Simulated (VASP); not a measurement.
# Hf (P6/mmm) in VASP: relaxation of cell and atoms with LDA

Aim: the relaxation of cell and atoms of Hf with LDA.

Program: VASP 6.6.1. These are calculated values, not measurements. Logs are shortened: lines on timing, memory, paths and dates and some standing lists are left out, and cuts for length are marked.

## (1) The cell of the first run

It takes space group P6/mmm (No. 191, hexagonal). Conventional cell: a = 4.752 Å, b = 4.752 Å, c = 2.946 Å, α = 90.00°, β = 90.00°, γ = 120.00°. Within 3.9 Å of Hf (site symmetry 6/mmm) lie 14 Hf at 2.95 to 3.11 Å. Within 3.6 Å of Hf (site symmetry -6m2) lie 11 Hf at 2.74 to 3.11 Å.

This isn't the form of Hf at room conditions, which is hcp.

## (2) Relaxation of cell and atoms, LDA, target pressure 10 GPa, at which the enthalpy is minimised

Contents of INCAR:

```
ALGO = Normal ; EDIFF = 1E-7
EDIFFG = -0.005 ; ENCUT = 600
GGA = CA ; IBRION = 2
ISIF = 3 ; ISMEAR = -1
LASPH = T ; LCHARG = F
LREAL = F ; LWAVE = F
NELM = 60 ; NSW = 60
PREC = Accurate ; PSTRESS = 100.0
SIGMA = 0.1
```

Contents of KPOINTS:

```
k-points
0
Gamma
  8 8 11
```

Contents of POSCAR:

```
Hf
1.0
    4.7519029525      0.0000000000      0.0000000000
   -2.3759514762      4.1152686731      0.0000000000
    0.0000000000      0.0000000000      2.9461798305
Hf
3
Direct
    0.0000000000      0.0000000000      0.0000000000
    0.3333333333      0.6666666667      0.5000000000
    0.6666666667      0.3333333333      0.5000000000
```

Potentials or basis: VASP PAW LDA potentials, release 64 (Hf_pv).

Command:

```sh
> cat potpaw_LDA.64/Hf_pv/POTCAR > POTCAR
> mpirun -np 1 vasp_std > vasp.out
```

OUTCAR:

```text
EDIFF = 1E-7
   EDIFFG = -0.005
   ENCUT = 600
   GGA = CA
   IBRION = 2
   ISIF = 3
   ISMEAR = -1
   LASPH = T
   LREAL = F
   NELM = 60
   NSW = 60
   PREC = Accurate
   PSTRESS = 100.0

 ion  position               nearest neighbor table
   1  0.000  0.000  0.000-   2 3.11   3 3.11   2 3.11   3 3.11   2 3.11   2 3.11   3 3.11   3 3.11
                             3 3.11   3 3.11   2 3.11   2 3.11
   2  0.333  0.667  0.500-   3 2.74   3 2.74   3 2.74   1 3.11   1 3.11   1 3.11   1 3.11   1 3.11
                             1 3.11
   3  0.667  0.333  0.500-   2 2.74   2 2.74   2 2.74   1 3.11   1 3.11   1 3.11   1 3.11   1 3.11
                             1 3.11

  LATTYP: Found a hexagonal cell.
 ALAT       =     4.7519029525
 C/A-ratio  =     0.6200000000

  Lattice vectors:

 A1 = (   4.7519029525,   0.0000000000,   0.0000000000)
 A2 = (  -2.3759514762,   4.1152686731,   0.0000000000)
 A3 = (   0.0000000000,   0.0000000000,   2.9461798305)

Analysis of symmetry for initial positions (statically):
=====================================================================
 Subroutine PRICEL returns:
 Original cell was already a primitive cell.

 Routine SETGRP: Setting up the symmetry group for a
 hexagonal supercell.

 Subroutine GETGRP returns: Found 24 space group operations
 (whereof 24 operations were pure point group operations)
 out of a pool of 24 trial point group operations.

The static configuration has the point symmetry D_6h.

Analysis of symmetry for dynamics (positions and initial velocities):
=====================================================================
 Subroutine PRICEL returns:
 Original cell was already a primitive cell.

 Routine SETGRP: Setting up the symmetry group for a
 hexagonal supercell.

 Subroutine GETGRP returns: Found 24 space group operations
 (whereof 24 operations were pure point group operations)
 out of a pool of 24 trial point group operations.

The dynamic configuration has the point symmetry D_6h.

 Subroutine INISYM returns: Found 24 space group operations
 (whereof 24 operations are pure point group operations),
 and found     1 'primitive' translations

----------------------------------------------------------------------------------------

                                     Primitive cell

  volume of cell :      57.6136

  direct lattice vectors                    reciprocal lattice vectors
     4.751902953  0.000000000  0.000000000     0.210442008  0.121498750  0.000000000
[... 89 lines left out ...]
   LREAL  =      F    real-space projection
   EDIFFG = -.5E-02   stopping-criterion for IOM
   NSW    =     60    number of steps for IOM
   IBRION =      2    ionic relax: 0-MD 1-quasi-New 2-CG
   NFREE  =      1    steps in history (QN), initial steepest desc. (CG)
   ISIF   =      3    stress and relaxation
   ISYM   =      2    0-nonsym 1-usesym 2-fastsym
   POTIM  = 0.5000    time-step for ionic-motion
   TEBEG  =    0.0;   TEEND  =   0.0 temperature during run
   PSTRESS=  100.0 pullay stress
   NELECT =      30.0000    total number of electrons
   NUPDOWN=      -1.0000    fix difference up-down
   EMIN   =  10.00;   EMAX   =-10.00  energy-range for DOS
   EFERMI =   0.00;   METHOD = LEGACY
   ISMEAR =    -1;   SIGMA  =   0.10  broadening in eV -4-tet -1-fermi 0-gaus
   EFERMI_NEDOS =   21; number of points for ismear=-14 and -15
   IALGO  =     38    algorithm
   IMIX   =      4    mixing-type and parameters
     AMIX     =   0.40;   BMIX     =  1.00
     AMIX_MAG =   1.60;   BMIX_MAG =  1.00
  volume/ion in A,a.u.               =      19.20       129.60
  Fermi-wavevector in a.u.,A,eV,Ry     =   1.317064  2.488890 23.601453  1.734658
  Thomas-Fermi vector in A             =   2.447132
   LORBIT       =      0    0 simple, 1 ext, 2 COOP (PROOUT), +10 PAW based schemes
   GGA     = CA    functional components
   LHFCALC =     F    Hartree Fock is set to
   AEXX    =    0.0000 exact exchange contribution
   IVDW    =     0    specifies the selected vdW correction
   LEPSILON=     F    determine dielectric tensor
   LRPA    =     F    only Hartree local field effects (RPA)
 conjugate gradient relaxation of ions
 non-spin polarized calculation
  energy-cutoff  :      600.00
  volume of cell :       57.61
 maximum number of plane-waves:      1956
 NGX is ok and might be reduce to    40
   NGX = 19   NGY = 19   NGZ = 11

--------------------------------------- Ionic step        1  -------------------------------------------

 number of electron      30.0000002 magnetization

 Free energy of the ion-electron system (eV)
  ---------------------------------------------------
  ext. energy  EPLUGINS =         0.00000000
  ---------------------------------------------------
  free energy    TOTEN  =       -31.92271235 eV

  energy without entropy =      -31.84347770  energy(sigma->0) =      -31.88309502

------------------------ aborting loop because EDIFF is reached ----------------------------------------

  FORCE on cell =-STRESS in cart. coord.  units (eV):
  Direction    XX          YY          ZZ          XY          YZ          ZX
  --------------------------------------------------------------------------------------
  -------------------------------------------------------------------------------------
  Total        3.4384071      3.4384071      4.0058425      0.0000000      0.0000000      0.0000000
  in kB       95.6187087     95.6187087    111.3985259      0.0000000      0.0000000      0.0000000
  external PRESSURE =       0.8786478 kB  Pullay stress =     100.0000000 kB
[... 143 lines left out ...]
--------------------------------------- Ionic step        5  -------------------------------------------

 number of electron      30.0000000 magnetization

 Free energy of the ion-electron system (eV)
  ---------------------------------------------------
  ext. energy  EPLUGINS =         0.00000000
  ---------------------------------------------------
  free energy    TOTEN  =       -31.92608298 eV

  energy without entropy =      -31.84796569  energy(sigma->0) =      -31.88702434

 E-fermi :   5.6993     XC(G=0): -12.1783

 val. band max:        5.6677568889   @ k =   0.3750   0.1250   0.0909
 cond. band min:       5.7131354245   @ k =   0.2500   0.2500   0.2727
 fundamental gap:      0.0453785356
 Fermi energy:         5.6992516861

 k-point     1 :       0.0000    0.0000    0.0000
  band No.  band energies     occupation
      1     -24.7247      2.00000
      2     -24.7247      2.00000
      3     -24.6110      2.00000
      4     -24.6110      2.00000
      5     -24.0348      2.00000
      6     -23.6988      2.00000
[... 505 lines left out ...]
      6     -23.9272      2.00000
[... 11 lines left out ...]
     18       6.9131      0.00001
     19       7.5226      0.00000

 [... further k-points ...]
[... 5 lines left out ...]
  --------------------------------------------------------------------------------------
  -------------------------------------------------------------------------------------
  Total        3.5976543      3.5976543      3.5981738      0.0000000      0.0000000      0.0000000
  in kB       99.9896484     99.9896483    100.0040872      0.0000000      0.0000000      0.0000000
  external PRESSURE =      -0.0055387 kB  Pullay stress =     100.0000000 kB
[... 22 lines left out ...]
  energy  without entropy=      -31.8479656901  energy(sigma->0) =      -31.88702434

  enthalpy is  TOTEN    =       -28.3280562400 eV   P V=        3.5980267435

 reached required accuracy - stopping structural energy minimisation
```

OSZICAR:

```text
N       E                     dE             d eps       ncg     rms          rms(c)
DAV:   1     0.108289552942E+03    0.10829E+03   -0.18605E+04  2280   0.171E+03
DAV:   2    -0.255586216309E+02   -0.13385E+03   -0.12908E+03  2585   0.355E+02
DAV:   3    -0.327080090499E+02   -0.71494E+01   -0.66613E+01  3089   0.451E+01
[... 41 lines left out ...]
DAV:   2    -0.319261070203E+02    0.62337E-04   -0.16048E-04  2348   0.925E-02    0.376E-02
DAV:   3    -0.319260874341E+02    0.19586E-04   -0.29161E-05  2404   0.395E-02    0.139E-02
DAV:   4    -0.319260831862E+02    0.42479E-05   -0.91886E-06  2403   0.224E-02    0.999E-03
DAV:   5    -0.319260829943E+02    0.19198E-06   -0.69030E-07  2370   0.536E-03    0.541E-03
DAV:   6    -0.319260829835E+02    0.10781E-07   -0.13157E-07  1307   0.296E-03
   5 F= -.28328056E+02 E0= -.28288998E+02  d E =-.839807E-05
```

CONTCAR:

```text
Hf
   1.00000000000000
     4.7419938580502281    0.0000000000037087   -0.0000000000000000
    -2.3709969289720068    4.1066871455656191    0.0000000000000000
    -0.0000000000000000    0.0000000000000000    2.9602089237136187
  Hf
     3
Direct
     0.0000000000000000    0.0000000000000000    0.0000000000000000
     0.3333333332999970    0.6666666667000030    0.5000000000000000
     0.6666666667000030    0.3333333332999970    0.5000000000000000

  0.00000000E+00  0.00000000E+00  0.00000000E+00
  0.00000000E+00  0.00000000E+00  0.00000000E+00
  0.00000000E+00  0.00000000E+00  0.00000000E+00
```

It took 4.9 min on 1 thread of Intel Xeon 8259CL, shared host; peak memory 0.21 GiB.

What came out:

```
Free energy                                                : -31.9261 eV
Relaxed volume                                             : 19.22 Å³/atom
Relaxed cell                                               : a = 4.742 Å, b = 4.742 Å, c = 2.960 Å, α = 90.00°, β = 90.00°, γ = 120.00°
Space group after relaxing (to 0.1 Å)                      : P6/mmm (No. 191)
Energy change on relaxing (the run minimises the enthalpy) : -1.1 meV/atom
Ionic steps                                                : 5
Pressure after relaxing                                    : 10.0 GPa
Band gap on the k mesh                                     : zero (bands 15 and 16 overlap by 0.97 eV)
```

Step by step:
| step | energy change (eV) | largest force (eV/Å) | pressure (GPa) | volume (Å³) |
| --- | --- | --- | --- | --- |
| 1 | 0.0000 | 0.0000 | 10.09 | 57.61 |
| 2 | -0.0065 | 0.0000 | 9.86 | 57.70 |
| 3 | -0.0053 | 0.0000 | 9.92 | 57.68 |
| 4 | -0.0004 | 0.0000 | 10.13 | 57.60 |
| 5 | -0.0034 | 0.0000 | 10.00 | 57.65 |

Final structure:
```
Hf
1.0
     4.74199    0.00000    0.00000
    -2.37100    4.10669    0.00000
     0.00000    0.00000    2.96021
Hf
3
Direct
  0.00000 0.00000 0.00000
  0.33333 0.66667 0.50000
  0.66667 0.33333 0.50000
```

Caveat: the cell is relaxed towards a set pressure, so the run minimises the enthalpy, not the energy; spin-orbit coupling is left out, which moves the levels of the heavy elements.
